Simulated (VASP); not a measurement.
Set up this calculation in VASP 6.6.1, as the native input.

| Property | Result |
| --- | --- |
| Task | single point |
| Functional | RPBE |
| Potentials or basis | VASP PAW PBE potentials, release 64 (Mo_sv) |
| Cutoff | 520 eV |
| k mesh | 15 × 15 × 4 |
| Occupations | fermi-dirac, width 0.1 eV |
| Spin | no spin polarisation |
| Dipole correction | no |
| Further INCAR settings | ALGO = Normal; EDIFF = 1e-06; NBANDS = 36 |

The structure of Mo lies in POSCAR:

```
Mo
1.0
    2.8576164139      0.0000000000      0.0000000000
   -1.4288082069      2.4747684087      0.0000000000
    0.0000000000      0.0000000000      9.9670289147
Mo
4
Direct
    1.0000000000      1.0000000000      0.0000000000
    1.0000000000      1.0000000000      0.5000000000
    0.3333333333      0.6666666667      0.2500000000
    0.6666666667      0.3333333333      0.7500000000
```

This isn't the form of Mo at room conditions, which is bcc.

These files were run (other wordings do the same):

INCAR

```
SYSTEM = Mo
PREC = Accurate ; ENCUT = 520
EDIFF = 1E-6 ; ISMEAR = -1
SIGMA = 0.1 ; LREAL = .FALSE.
LASPH = .TRUE. ; NELM = 60
ALGO = Normal ; ISIF = 2
LWAVE = .FALSE. ; LCHARG = .TRUE.
GGA = RP ; LELF = .TRUE.
LVHAR = .TRUE. ; NBANDS = 36
```

KPOINTS

```
Automatic mesh
0
G
  15 15 4
  0 0 0
```

Potentials or basis: VASP PAW PBE potentials, release 64 (Mo_sv).

Command:

```console
$ cat potpaw_PBE.64/Mo_sv/POTCAR > POTCAR
$ mpirun -np 1 vasp_std > vasp.out
```

Results of the run:

| Quantity | Value |
| --- | --- |
| Pressure | -14.7 GPa |
| Band gap on the k mesh | zero (bands 28 and 29 overlap by 1.58 eV) |

Caveat: the cell stands under tension; the PAW data sets were made with another functional, which shifts forces and pressure a little.

It took 3.2 min on 1 thread of Intel Xeon 8259CL (shared host), peak memory 0.29 GiB.
